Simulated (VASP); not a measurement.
# SbS5 (P6/mmm) in VASP: a series of runs

SbS5 is run at these levels: PBE; tasks: single point.

Program: VASP 6.6.1. These are calculated values, not measurements. Logs are shortened: lines on timing, memory, paths and dates and some standing lists are left out, and cuts for length are marked.

### Step 1. The cell of the first run

Symmetry: P6/mmm, No. 191, hexagonal system. Conventional cell: a = 5.839 Å, b = 5.839 Å, c = 3.864 Å, α = 90.00°, β = 90.00°, γ = 120.00°. Within 4.4 Å of Sb (site symmetry 6/mmm) lie 18 S at 3.37 to 3.50 Å and 2 Sb at 3.86 Å. S (site symmetry -6m2) has 9 S at 2.56 to 3.37 Å and 3 Sb at 3.37 Å within 3.4 Å. S (site symmetry mmm) has 8 S at 2.56 to 2.92 Å and 4 Sb at 3.50 Å within 3.6 Å.

The cell was built from a structure type or drawn by symmetry, and may not be a known phase.

### Step 2. Single point, PBE

INCAR reads:

```
ALGO = Normal
EDIFF = 1E-6
ENCUT = 520
GGA = PE
ISIF = 2
ISMEAR = 0
LASPH = T
LCHARG = T
LELF = T
LREAL = F
LVHAR = T
LWAVE = F
NBANDS = 26
NELM = 100
PREC = Accurate
SIGMA = 0.1
```

KPOINTS reads:

```
k-points
0
Gamma
  3 3 4
```

POSCAR reads:

```
SbS5
1.0
    5.8394116296      0.0000000028      0.0000000000
   -2.9197058173      5.0570788130      0.0000000000
    0.0000000000      0.0000000000      3.8640621338
Sb S
1 5
Direct
    0.0000000000      0.0000000000      0.0000000000
    0.3333333333      0.6666666667      0.0000000000
    0.6666666667      0.3333333333      0.0000000000
    0.5000000000      0.0000000000      0.5000000000
    0.5000000000      0.5000000000      0.5000000000
    0.0000000000      0.5000000000      0.5000000000
```

Potentials or basis: VASP PAW PBE potentials, release 64 (Sb, S).

Run with:

```
$ cat potpaw_PBE.64/Sb/POTCAR potpaw_PBE.64/S/POTCAR > POTCAR
$ mpirun -np 1 vasp_std > vasp.out
```

OUTCAR:

```text
EDIFF = 1E-6
   ENCUT = 520
   GGA = PE
   ISIF = 2
   ISMEAR = 0
   LASPH = T
   LREAL = F
   NELM = 100
   PREC = Accurate

 ion  position               nearest neighbor table
   1  0.000  0.000  0.000-
   2  0.333  0.667  0.000-   6 2.56   6 2.56   4 2.56   4 2.56   5 2.56   5 2.56
   3  0.667  0.333  0.000-   6 2.56   6 2.56   4 2.56   4 2.56   5 2.56   5 2.56
   4  0.500  0.000  0.500-   2 2.56   3 2.56   2 2.56   3 2.56
   5  0.500  0.500  0.500-   2 2.56   3 2.56   2 2.56   3 2.56
   6  0.000  0.500  0.500-   2 2.56   3 2.56   2 2.56   3 2.56

  LATTYP: Found a hexagonal cell.
 ALAT       =     5.8394116296
 C/A-ratio  =     0.6617211423

  Lattice vectors:

 A1 = (   5.8394116296,   0.0000000028,   0.0000000000)
 A2 = (  -2.9197058173,   5.0570788130,   0.0000000000)
 A3 = (   0.0000000000,   0.0000000000,   3.8640621338)

Analysis of symmetry for initial positions (statically):
=====================================================================
 Subroutine PRICEL returns:
 Original cell was already a primitive cell.

 Routine SETGRP: Setting up the symmetry group for a
 hexagonal supercell.

 Subroutine GETGRP returns: Found 24 space group operations
 (whereof 24 operations were pure point group operations)
 out of a pool of 24 trial point group operations.

The static configuration has the point symmetry D_6h.

Analysis of symmetry for dynamics (positions and initial velocities):
=====================================================================
 Subroutine PRICEL returns:
 Original cell was already a primitive cell.

 Routine SETGRP: Setting up the symmetry group for a
 hexagonal supercell.

 Subroutine GETGRP returns: Found 24 space group operations
 (whereof 24 operations were pure point group operations)
 out of a pool of 24 trial point group operations.

The dynamic configuration has the point symmetry D_6h.

 Subroutine INISYM returns: Found 24 space group operations
 (whereof 24 operations are pure point group operations),
 and found     1 'primitive' translations

----------------------------------------------------------------------------------------

                                     Primitive cell

  volume of cell :     114.1072

[... 79 lines left out ...]
   NELM   =    100;   NELMIN=  2; NELMDL= -5     # of ELM steps
   EDIFF  = 0.1E-05   stopping-criterion for ELM
   LREAL  =      F    real-space projection
   EDIFFG = 0.1E-04   stopping-criterion for IOM
   NSW    =      0    number of steps for IOM
   IBRION =     -1    ionic relax: 0-MD 1-quasi-New 2-CG
   NFREE  =      0    steps in history (QN), initial steepest desc. (CG)
   ISIF   =      2    stress and relaxation
   ISYM   =      2    0-nonsym 1-usesym 2-fastsym
   POTIM  = 0.5000    time-step for ionic-motion
   TEBEG  =    0.0;   TEEND  =   0.0 temperature during run
   PSTRESS=    0.0 pullay stress
   NELECT =      35.0000    total number of electrons
   NUPDOWN=      -1.0000    fix difference up-down
   EMIN   =  10.00;   EMAX   =-10.00  energy-range for DOS
   EFERMI =   0.00;   METHOD = LEGACY
   ISMEAR =     0;   SIGMA  =   0.10  broadening in eV -4-tet -1-fermi 0-gaus
   EFERMI_NEDOS =   21; number of points for ismear=-14 and -15
   IALGO  =     38    algorithm
   IMIX   =      4    mixing-type and parameters
     AMIX     =   0.40;   BMIX     =  1.00
     AMIX_MAG =   1.60;   BMIX_MAG =  1.00
  volume/ion in A,a.u.               =      19.02       128.34
  Fermi-wavevector in a.u.,A,eV,Ry     =   1.104061  2.086373 16.584842  1.218951
  Thomas-Fermi vector in A             =   2.240529
   LORBIT       =      0    0 simple, 1 ext, 2 COOP (PROOUT), +10 PAW based schemes
   GGA     = PE    functional components
   LHFCALC =     F    Hartree Fock is set to
   AEXX    =    0.0000 exact exchange contribution
   IVDW    =     0    specifies the selected vdW correction
   LEPSILON=     F    determine dielectric tensor
   LRPA    =     F    only Hartree local field effects (RPA)
 non-spin polarized calculation
 Gauss-broadening in eV      SIGMA  =   0.10
  energy-cutoff  :      520.00
  volume of cell :      114.11
 maximum number of plane-waves:      3117
 NGX is ok and might be reduce to    48
   NGX = 21   NGY = 21   NGZ = 15

 number of electron      34.9999998 magnetization

 Free energy of the ion-electron system (eV)
  ---------------------------------------------------
  ext. energy  EPLUGINS =         0.00000000
  ---------------------------------------------------
  free energy    TOTEN  =       -19.19120692 eV

  energy without entropy =      -19.17927975  energy(sigma->0) =      -19.18524334

 E-fermi :   7.0025     XC(G=0): -10.4889

 val. band max:        6.8586634623   @ k =   0.3333   0.0000   0.2500
 cond. band min:       7.0736939669   @ k =   0.0000   0.0000   0.0000
 fundamental gap:      0.2150305046
 Fermi energy:         7.0025425777

 k-point     1 :       0.0000    0.0000    0.0000
  band No.  band energies     occupation
      1      -9.6274      2.00000
      2      -6.4920      2.00000
      3      -5.6086      2.00000
      4      -5.6086      2.00000
      5      -2.7951      2.00000
      6      -1.9760      2.00000
[... 250 lines left out ...]
     25      13.8591      0.00000
     26      13.8605      0.00000

------------------------ aborting loop because EDIFF is reached ----------------------------------------

  FORCE on cell =-STRESS in cart. coord.  units (eV):
  Direction    XX          YY          ZZ          XY          YZ          ZX
  --------------------------------------------------------------------------------------
  -------------------------------------------------------------------------------------
  Total       -0.0841666     -0.0841666     -0.0571269      0.0000000      0.0000000      0.0000000
  in kB       -1.1817827     -1.1817827     -0.8021180      0.0000000      0.0000000      0.0000000
  external PRESSURE =      -1.0552278 kB  Pullay stress =       0.0000000 kB

 VOLUME and BASIS-vectors are now :
 -----------------------------------------------------------------------------
  energy-cutoff  :      520.00
  volume of cell :      114.11
      direct lattice vectors                 reciprocal lattice vectors
     5.839411630  0.000000003  0.000000000     0.171250130  0.098871309  0.000000000
    -2.919705817  5.057078813  0.000000000    -0.000000000  0.197742617  0.000000000
     0.000000000  0.000000000  3.864062134     0.000000000  0.000000000  0.258795010

 POSITION                                       TOTAL-FORCE (eV/Angst)
 -----------------------------------------------------------------------------------
      0.00000      0.00000      0.00000         0.000000     -0.000000      0.000000
     -0.00000      3.37139      0.00000         0.000000      0.000000      0.000000
      2.91971      1.68569      0.00000        -0.000000     -0.000000     -0.000000
      2.91971      0.00000      1.93203         0.000000     -0.000000      0.000000
      1.45985      2.52854      1.93203         0.000000     -0.000000      0.000000
     -1.45985      2.52854      1.93203         0.000000     -0.000000      0.000000
 -----------------------------------------------------------------------------------
    total drift:                               -0.000000      0.000000     -0.000000

  FREE ENERGIE OF THE ION-ELECTRON SYSTEM (eV)
  ---------------------------------------------------
  free  energy   TOTEN  =       -19.1912069232 eV

  energy  without entropy=      -19.1792797530  energy(sigma->0) =      -19.18524334
```

Wall time 16 s (1 thread of Intel Xeon 6975P-C (Granite Rapids), shared host); peak memory 0.24 GiB.

Results:

| Property | Result |
| --- | --- |
| Free energy | -19.1912 eV |
| Pressure | -0.1 GPa |
| Band gap on the k mesh | zero (an odd number of electrons rules out a gap without spin polarisation) |

Levels at points of the mesh, in eV from the Fermi level:
```
           k point  band 15  band 16  band 17  band 18  band 19  band 20
(0.00, 0.00, 0.00)    -2.23    -1.24    -1.24     0.07     0.55     0.55
(0.00, 0.00, 0.50)    -0.28    -0.18     0.27     0.45     0.45     1.02
```

Caveat: the k points lie up to 0.41 Å⁻¹ apart, too coarse for converged energies and pressures of a metal; spin-orbit coupling is left out, which moves the levels of the heavy elements.

### Step 3. Single point, PBE

This run uses another cell than the first one, of 24.67 Å³/atom.

INCAR reads:

```
PREC = Accurate
ENCUT = 520
EDIFF = 1E-7
ISMEAR = 0
SIGMA = 0.1
LREAL = False
LASPH = True
NELM = 100
ALGO = Normal
ISIF = 2
LWAVE = False
LCHARG = False
GGA = PE
NBANDS = 26
```

KPOINTS reads:

```
regular mesh
0
Gamma
  3 3 4
```

POSCAR reads:

```
SbS5
1.0
    5.9587039300      0.0000000000      0.0000000000
   -2.9793519700      5.1603889800      0.0000000000
    0.0000000000      0.0000000000      4.8137037600
Sb S
1 5
Direct
    0.0000000000      0.0000000000      0.0000000000
    0.3333333300      0.6666666700      0.0000000000
    0.6666666700      0.3333333300      0.0000000000
    0.5000000000      0.0000000000      0.5000000000
    0.5000000000      0.5000000000      0.5000000000
    0.0000000000      0.5000000000      0.5000000000
```

Potentials or basis: VASP PAW PBE potentials, release 64 (Sb, S).

Run with:

```
$ cat potpaw_PBE.64/Sb/POTCAR potpaw_PBE.64/S/POTCAR > POTCAR
$ mpirun -np 1 vasp_std > vasp.out
```

Wall time 24 s (1 thread of Intel Xeon 6975P-C (Granite Rapids), shared host); peak memory 0.27 GiB.

Results (log left out):

- Free energy: -17.1759 eV
- Pressure: -10.6 GPa
- Band gap on the k mesh: zero (an odd number of electrons rules out a gap without spin polarisation)

Stress tensor (GPa, compression positive):
```
 -9.94   0.00   0.00
  0.00  -9.94   0.00
  0.00   0.00 -11.90
```

Levels at points of the mesh, in eV from the Fermi level:
| k point | band 16 | band 17 | band 18 | band 19 | band 20 | band 21 |
| --- | --- | --- | --- | --- | --- | --- |
| (0.00, 0.00, 0.00) | -0.93 | -0.93 | 0.37 | 0.58 | 0.58 | 0.69 |
| (0.00, 0.00, 0.50) | -0.88 | 0.68 | 0.72 | 1.07 | 1.07 | 1.24 |

Caveat: the k points lie up to 0.41 Å⁻¹ apart, too coarse for converged energies and pressures of a metal; spin-orbit coupling is left out, which moves the levels of the heavy elements.

### Step 4. Single point, PBE

This run uses another cell than the first one, of 20.03 Å³/atom.

INCAR reads:

```
PREC = Accurate ; ENCUT = 520
EDIFF = 1E-6 ; ISMEAR = 0
SIGMA = 0.1 ; LREAL = F
LASPH = T ; NELM = 80
ALGO = Normal ; ISIF = 2
LWAVE = F ; LCHARG = F
GGA = PE ; NBANDS = 26
```

KPOINTS reads:

```
regular mesh
0
Gamma
  6 6 10
```

POSCAR reads:

```
SbS5
1.0
    6.5596676799      0.0000000000      0.0000000000
   -3.2798338399      5.6808388512      0.0000000000
    0.0000000000      0.0000000000      3.2243432320
Sb S
1 5
Direct
    0.0000000000      0.0000000000      0.0000000000
    0.3333333333      0.6666666667      0.0000000000
    0.6666666667      0.3333333333      0.0000000000
    0.5000000000      0.0000000000      0.5000000000
    0.5000000000      0.5000000000      0.5000000000
    0.0000000000      0.5000000000      0.5000000000
```

Run with:

```
$ cat potpaw_PBE.64/Sb/POTCAR potpaw_PBE.64/S/POTCAR > POTCAR
$ mpirun -np 1 vasp_std > vasp.out
```

It took 48 s on 1 thread of Intel Xeon 6975P-C (Granite Rapids), shared host; peak memory 0.28 GiB.

It converged, with:

```
Free energy            : -20.1949 eV
Pressure               : -0.2 GPa
Band gap on the k mesh : zero (an odd number of electrons rules out a gap without spin polarisation)
```

Levels at points of the mesh, in eV from the Fermi level:
```tsv
k point	band 15	band 16	band 17	band 18	band 19	band 20	band 21	band 22
(0.00, 0.00, 0.00)	-1.19	-1.11	-1.11	-0.94	1.12	1.12	3.24	3.24
(0.50, 0.00, 0.00)	-1.34	-1.11	-0.60	0.64	0.78	1.34	1.79	2.00
(0.00, 0.00, 0.50)	-1.77	-1.21	-1.07	-1.07	-0.50	0.39	0.39	2.48
(0.50, 0.00, 0.50)	-2.18	-1.29	-0.79	-0.09	-0.03	0.97	1.32	1.41
```

Caveat: spin-orbit coupling is left out, which moves the levels of the heavy elements.

### Step 5. The runs side by side

```tsv
cell	k mesh	gap on the mesh (eV)	pressure (GPa)
a = 5.839, b = 5.839, c = 3.864 Å, angles 90.0, 90.0, 120.0°, 6 atoms	3 × 3 × 4	none	-0.1
a = 5.959, b = 5.959, c = 4.814 Å, angles 90.0, 90.0, 120.0°, 6 atoms	3 × 3 × 4	none	-10.6
a = 6.560, b = 6.560, c = 3.224 Å, angles 90.0, 90.0, 120.0°, 6 atoms	6 × 6 × 10	none	-0.2
```

Alike in all rows: task single point; level PBE; potentials or basis VASP PAW PBE potentials, release 64 (Sb, S); no spin polarisation; cutoff (eV) 520; smearing gaussian 0.1 eV.

Caveats: some runs use coarse meshes; spin-orbit coupling is left out, which moves the levels of the heavy elements.

Total energies depend on the potentials used, so only differences within one code and one set of settings carry meaning.
